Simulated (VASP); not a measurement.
# Ca2F (P6/mmm) in VASP: further runs

Ca2F is run at these levels: r2SCAN; tasks: single point.

Program: VASP 6.6.1. These are calculated values, not measurements. Logs are shortened: lines on timing, memory, paths and dates and some standing lists are left out, and cuts for length are marked.

## Step 1: The cell of the first run

It takes space group P6/mmm (No. 191, hexagonal). Conventional cell: a = 5.828 Å, b = 5.828 Å, c = 3.480 Å, α = 90.00°, β = 90.00°, γ = 120.00°. Within 4.4 Å of Ca (site symmetry -6m2) lie 5 Ca at 3.36 to 3.48 Å and 6 F at 3.79 Å. Within 4.6 Å of F (site symmetry 6/mmm) lie 2 F at 3.48 Å and 12 Ca at 3.79 Å.

## Step 2: Single point, r2SCAN

File POSCAR:

```
Ca2F
1.0
    5.8280642356      0.0000000000      0.0000000000
   -2.9140321178      5.0472516829      0.0000000000
    0.0000000000      0.0000000000      3.4796466947
Ca F
2 1
Direct
    0.3333333333      0.6666666667      0.5000000000
    0.6666666667      0.3333333333      0.5000000000
    0.0000000000      0.0000000000      0.0000000000
```

File INCAR.step1:

```
SYSTEM = Ca2F
PREC = Accurate ; ENCUT = 520
ISMEAR = 0 ; SIGMA = 0.1
LREAL = .FALSE. ; LASPH = .TRUE.
NELM = 80 ; NBANDS = 20
GGA = PE ; ALGO = Normal
EDIFF = 1E-4 ; LWAVE = .TRUE.
LCHARG = .FALSE.
```

File INCAR.step2:

```
SYSTEM = Ca2F
PREC = Accurate ; ENCUT = 520
EDIFF = 1E-6 ; ISMEAR = 0
SIGMA = 0.1 ; LREAL = .FALSE.
LASPH = .TRUE. ; NELM = 80
ALGO = Normal ; ISIF = 2
LWAVE = .FALSE. ; LCHARG = .FALSE.
METAGGA = R2SCAN ; LMIXTAU = .TRUE.
NBANDS = 20 ; ISTART = 1
```

File KPOINTS:

```
Automatic mesh
0
G
  12 12 10
  0 0 0
```

Potentials or basis: VASP PAW PBE potentials, release 64 (Ca_sv, F).

Started as:

```console
> cat potpaw_PBE.64/Ca_sv/POTCAR potpaw_PBE.64/F/POTCAR > POTCAR
> cp INCAR.step1 INCAR
> mpirun -np 1 vasp_std > vasp.out
> cp INCAR.step2 INCAR
> mpirun -np 1 vasp_std > vasp.out
```

OUTCAR:

```text
SYSTEM = Ca2F
   PREC = Accurate
   ENCUT = 520
   EDIFF = 1E-6
   ISMEAR = 0
   LREAL = .FALSE.
   LASPH = .TRUE.
   NELM = 80
   ISIF = 2
   METAGGA = R2SCAN
   ISTART = 1

 ion  position               nearest neighbor table
   1  0.333  0.667  0.500-
   2  0.667  0.333  0.500-
   3  0.000  0.000  0.000-

  LATTYP: Found a hexagonal cell.
 ALAT       =     5.8280642356
 C/A-ratio  =     0.5970501618

  Lattice vectors:

 A1 = (   5.8280642356,   0.0000000000,   0.0000000000)
 A2 = (  -2.9140321178,   5.0472516829,   0.0000000000)
 A3 = (   0.0000000000,   0.0000000000,   3.4796466947)

Analysis of symmetry for initial positions (statically):
=====================================================================
 Subroutine PRICEL returns:
 Original cell was already a primitive cell.

 Routine SETGRP: Setting up the symmetry group for a
 hexagonal supercell.

 Subroutine GETGRP returns: Found 24 space group operations
 (whereof 24 operations were pure point group operations)
 out of a pool of 24 trial point group operations.

The static configuration has the point symmetry D_6h.

Analysis of symmetry for dynamics (positions and initial velocities):
=====================================================================
 Subroutine PRICEL returns:
 Original cell was already a primitive cell.

 Routine SETGRP: Setting up the symmetry group for a
 hexagonal supercell.

 Subroutine GETGRP returns: Found 24 space group operations
 (whereof 24 operations were pure point group operations)
 out of a pool of 24 trial point group operations.

The dynamic configuration has the point symmetry D_6h.

 Subroutine INISYM returns: Found 24 space group operations
 (whereof 24 operations are pure point group operations),
 and found     1 'primitive' translations

----------------------------------------------------------------------------------------

                                     Primitive cell

  volume of cell :     102.3563

  direct lattice vectors                    reciprocal lattice vectors
     5.828064236  0.000000000  0.000000000     0.171583558  0.099063814  0.000000000
    -2.914032118  5.047251683  0.000000000     0.000000000  0.198127627  0.000000000
     0.000000000  0.000000000  3.479646695     0.000000000  0.000000000  0.287385499

  length of vectors
     5.828064236  5.828064236  3.479646695     0.198127627  0.198127627  0.287385499

  position of ions in fractional coordinates (direct lattice)
     0.333333333  0.666666667  0.500000000
     0.666666667  0.333333333  0.500000000
     0.000000000  0.000000000  0.000000000

  ion indices of the primitive-cell ions
   primitive index   ion index
                 1           1
                 2           2
                 3           3

----------------------------------------------------------------------------------------

 KPOINTS: Automatic mesh

Automatic generation of k-mesh.
 Grid dimensions read from file:
 generate k-points for:   12   12   10

 Generating k-lattice:

  Cartesian coordinates                     Fractional coordinates (reciprocal lattice)
     0.014298630  0.008255318  0.000000000     0.083333333  0.000000000  0.000000000
     0.000000000  0.016510636  0.000000000     0.000000000  0.083333333  0.000000000
     0.000000000  0.000000000  0.028738550     0.000000000  0.000000000  0.100000000

  Length of vectors
     0.016510636  0.016510636  0.028738550

  Shift w.r.t. Gamma in fractional coordinates (k-lattice)
     0.000000000  0.000000000  0.000000000

 Subroutine IBZKPT returns following result:
 ===========================================

 Found    114 irreducible k-points:

 Following reciprocal coordinates:
            Coordinates               Weight
  0.000000  0.000000  0.000000      1.000000
  0.083333  0.000000  0.000000      6.000000
  0.166667  0.000000  0.000000      6.000000
  0.250000 -0.000000  0.000000      6.000000
  0.333333  0.000000  0.000000      6.000000
  0.416667  0.000000  0.000000      6.000000
[... 16 lines left out ...]
  0.250000 -0.000000  0.100000     12.000000
  0.333333  0.000000  0.100000     12.000000
 [... further k-points ...]
   k-points           NKPTS =    114   k-points in BZ     NKDIM =    114   number of bands    NBANDS=     20
   number of dos      NEDOS =    301   number of ions     NIONS =      3
   total plane-waves  NPLWV =  64512
   dimension x,y,z NGX =    48 NGY =   48 NGZ =   28
   dimension x,y,z NGXF=    96 NGYF=   96 NGZF=   56
   ions per type =               2   1
   NGX,Y,Z   is equivalent  to a cutoff of  13.69, 13.69, 13.38 a.u.
   NGXF,Y,Z  is equivalent  to a cutoff of  27.38, 27.38, 26.75 a.u.
 SYSTEM =  Ca2F
   PREC   = accura    normal or accurate (medium, high low for compatibility)
   ISTART =      1    job   : 0-new  1-cont  2-samecut
   ICHARG =      0    charge: 1-file 2-atom 10-const
   ISPIN  =      1    spin polarized calculation?
   LNONCOLLINEAR =      F non collinear calculations
   LSORBIT =      F    spin-orbit coupling
   LASPH  =      T    aspherical Exc in radial PAW
   ENCUT  =  520.0 eV  38.22 Ry    6.18 a.u.  10.84 10.84  6.47*2*pi/ulx,y,z
   NELM   =     80;   NELMIN=  2; NELMDL=  0     # of ELM steps
   EDIFF  = 0.1E-05   stopping-criterion for ELM
   LREAL  =      F    real-space projection
   EDIFFG = 0.1E-04   stopping-criterion for IOM
   NSW    =      0    number of steps for IOM
   IBRION =     -1    ionic relax: 0-MD 1-quasi-New 2-CG
   NFREE  =      0    steps in history (QN), initial steepest desc. (CG)
   ISIF   =      2    stress and relaxation
   ISYM   =      2    0-nonsym 1-usesym 2-fastsym
   POTIM  = 0.5000    time-step for ionic-motion
   TEBEG  =    0.0;   TEEND  =   0.0 temperature during run
   PSTRESS=    0.0 pullay stress
   NELECT =      27.0000    total number of electrons
   NUPDOWN=      -1.0000    fix difference up-down
   EMIN   =  10.00;   EMAX   =-10.00  energy-range for DOS
   EFERMI =   0.00;   METHOD = LEGACY
   ISMEAR =     0;   SIGMA  =   0.10  broadening in eV -4-tet -1-fermi 0-gaus
   EFERMI_NEDOS =   21; number of points for ismear=-14 and -15
   IALGO  =     38    algorithm
   IMIX   =      4    mixing-type and parameters
     AMIX     =   0.40;   BMIX     =  1.00
     AMIX_MAG =   1.60;   BMIX_MAG =  1.00
  volume/ion in A,a.u.               =      34.12       230.24
  Fermi-wavevector in a.u.,A,eV,Ry     =   1.049924  1.984069 14.998257  1.102341
  Thomas-Fermi vector in A             =   2.184907
   LORBIT       =      0    0 simple, 1 ext, 2 COOP (PROOUT), +10 PAW based schemes
   METAGGA = R2SCAN    functional components
   LHFCALC =     F    Hartree Fock is set to
   AEXX    =    0.0000 exact exchange contribution
   IVDW    =     0    specifies the selected vdW correction
   LEPSILON=     F    determine dielectric tensor
   LRPA    =     F    only Hartree local field effects (RPA)
 non-spin polarized calculation
 Gauss-broadening in eV      SIGMA  =   0.10
  energy-cutoff  :      520.00
  volume of cell :      102.36
 maximum number of plane-waves:      2784
 NGX is ok and might be reduce to    48
   NGX = 21   NGY = 21   NGZ = 13

 number of electron      26.9999991 magnetization

 Free energy of the ion-electron system (eV)
  ---------------------------------------------------
  ext. energy  EPLUGINS =         0.00000000
  ---------------------------------------------------
  free energy    TOTEN  =       -18.24788905 eV

  energy without entropy =      -18.23581565  energy(sigma->0) =      -18.24185235

 E-fermi :   1.3569     XC(G=0):  -7.8076

 val. band max:        1.3410737918   @ k =   0.3333   0.3333   0.4000
 cond. band min:       1.3588325036   @ k =   0.2500   0.1667   0.3000
 fundamental gap:      0.0177587118
 Fermi energy:         1.3569295378

 k-point     1 :       0.0000    0.0000    0.0000
  band No.  band energies     occupation
      1     -43.2893      2.00000
      2     -43.2437      2.00000
      3     -23.5151      2.00000
      4     -23.5151      2.00000
      5     -23.3069      2.00000
      6     -23.3069      2.00000
[... 12 lines left out ...]
     19       3.2162      0.00000
     20       4.3614      0.00000

 k-point     2 :       0.0833    0.0000    0.0000
  band No.  band energies     occupation
      1     -43.2886      2.00000
      2     -43.2444      2.00000
      3     -23.5162      2.00000
      4     -23.5124      2.00000
      5     -23.3097      2.00000
      6     -23.3057      2.00000
[... 12 lines left out ...]
     19       3.2487      0.00000
     20       4.3553      0.00000

 k-point     3 :       0.1667    0.0000    0.0000
  band No.  band energies     occupation
      1     -43.2866      2.00000
      2     -43.2464      2.00000
      3     -23.5191      2.00000
      4     -23.5048      2.00000
      5     -23.3178      2.00000
      6     -23.3027      2.00000
[... 12 lines left out ...]
     19       3.3427      0.00000
     20       4.3328      0.00000

 k-point     4 :       0.2500   -0.0000    0.0000
  band No.  band energies     occupation
      1     -43.2835      2.00000
      2     -43.2496      2.00000
      3     -23.5231      2.00000
      4     -23.4933      2.00000
      5     -23.3299      2.00000
      6     -23.2986      2.00000
[... 12 lines left out ...]
     19       3.4885      0.00000
     20       4.3078      0.00000

 k-point     5 :       0.3333    0.0000    0.0000
  band No.  band energies     occupation
      1     -43.2797      2.00000
      2     -43.2534      2.00000
      3     -23.5269      2.00000
      4     -23.4798      2.00000
      5     -23.3440      2.00000
      6     -23.2947      2.00000
[... 12 lines left out ...]
     19       3.6716      0.00000
     20       4.2802      0.00000
[... 353 lines left out ...]
      6     -23.3038      2.00000
[... 12 lines left out ...]
     19       3.2598      0.00000
     20       4.0999      0.00000

 k-point    22 :       0.1667    0.0000    0.1000
  band No.  band energies     occupation
      1     -43.2846      2.00000
      2     -43.2445      2.00000
      3     -23.5164      2.00000
      4     -23.5021      2.00000
      5     -23.3157      2.00000
      6     -23.3007      2.00000
[... 12 lines left out ...]
     19       3.3247      0.00000
     20       4.1038      0.00000

 k-point    23 :       0.2500   -0.0000    0.1000
  band No.  band energies     occupation
      1     -43.2815      2.00000
      2     -43.2476      2.00000
      3     -23.5203      2.00000
      4     -23.4906      2.00000
      5     -23.3278      2.00000
      6     -23.2967      2.00000
[... 12 lines left out ...]
     19       3.4113      0.00000
     20       4.1414      0.00000

 k-point    24 :       0.3333    0.0000    0.1000
  band No.  band energies     occupation
      1     -43.2777      2.00000
      2     -43.2515      2.00000
      3     -23.5241      2.00000
      4     -23.4772      2.00000
      5     -23.3419      2.00000
      6     -23.2928      2.00000
[... 12 lines left out ...]
     19       3.4911      0.00000
     20       4.2322      0.00000

 [... further k-points ...]

------------------------ aborting loop because EDIFF is reached ----------------------------------------

  FORCE on cell =-STRESS in cart. coord.  units (eV):
  Direction    XX          YY          ZZ          XY          YZ          ZX
  --------------------------------------------------------------------------------------
  -------------------------------------------------------------------------------------
  Total       -0.0375591     -0.0375591     -0.0339020      0.0000000      0.0000000      0.0000000
  in kB       -0.5879100     -0.5879100     -0.5306657      0.0000000      0.0000000      0.0000000
  external PRESSURE =      -0.5688286 kB  Pullay stress =       0.0000000 kB

 VOLUME and BASIS-vectors are now :
 -----------------------------------------------------------------------------
  energy-cutoff  :      520.00
  volume of cell :      102.36
      direct lattice vectors                 reciprocal lattice vectors
     5.828064236  0.000000000  0.000000000     0.171583558  0.099063814  0.000000000
    -2.914032118  5.047251683  0.000000000     0.000000000  0.198127627  0.000000000
     0.000000000  0.000000000  3.479646695     0.000000000  0.000000000  0.287385499

 POSITION                                       TOTAL-FORCE (eV/Angst)
 -----------------------------------------------------------------------------------
     -0.00000      3.36483      1.73982         0.000000      0.000000      0.000000
      2.91403      1.68242      1.73982        -0.000000      0.000000      0.000000
      0.00000      0.00000      0.00000         0.000000      0.000000      0.000000
 -----------------------------------------------------------------------------------
    total drift:                               -0.000000      0.000000     -0.000000

  FREE ENERGIE OF THE ION-ELECTRON SYSTEM (eV)
  ---------------------------------------------------
  free  energy   TOTEN  =       -18.2478890484 eV

  energy  without entropy=      -18.2358156479  energy(sigma->0) =      -18.24185235
```

It took 11 min on 1 thread of Oxide Virtual Turin-like, shared host; peak memory 0.37 GiB.

Results:

| Item | Value |
| --- | --- |
| Free energy | -18.2479 eV |
| Pressure | -0.1 GPa |
| Band gap on the k mesh | zero (an odd number of electrons rules out a gap without spin polarisation) |

Levels at points of the mesh, in eV from the Fermi level:
| k point | band 9 | band 10 | band 11 | band 12 | band 13 | band 14 | band 15 | band 16 | band 17 | band 18 |
| --- | --- | --- | --- | --- | --- | --- | --- | --- | --- | --- |
| (0.00, 0.00, 0.00) | -22.51 | -3.28 | -3.22 | -3.22 | -2.58 | 0.59 | 0.64 | 0.64 | 0.77 | 1.86 |
| (0.50, 0.00, 0.00) | -22.51 | -3.73 | -3.24 | -2.58 | -1.49 | -1.40 | 0.62 | 0.86 | 1.12 | 1.28 |
| (0.00, 0.00, 0.50) | -22.47 | -3.39 | -3.02 | -3.02 | 0.04 | 0.10 | 0.32 | 0.32 | 1.90 | 1.90 |
| (0.50, 0.00, 0.50) | -22.47 | -3.29 | -3.14 | -3.09 | -0.03 | 0.32 | 0.56 | 0.58 | 1.11 | 1.53 |

Caveat: the PAW data sets were made with another functional, which shifts forces and pressure a little; an odd number of electrons without spin polarisation forces a metal; a magnetic or distorted state may lie lower.

(Part 1 of 2 ends here.)
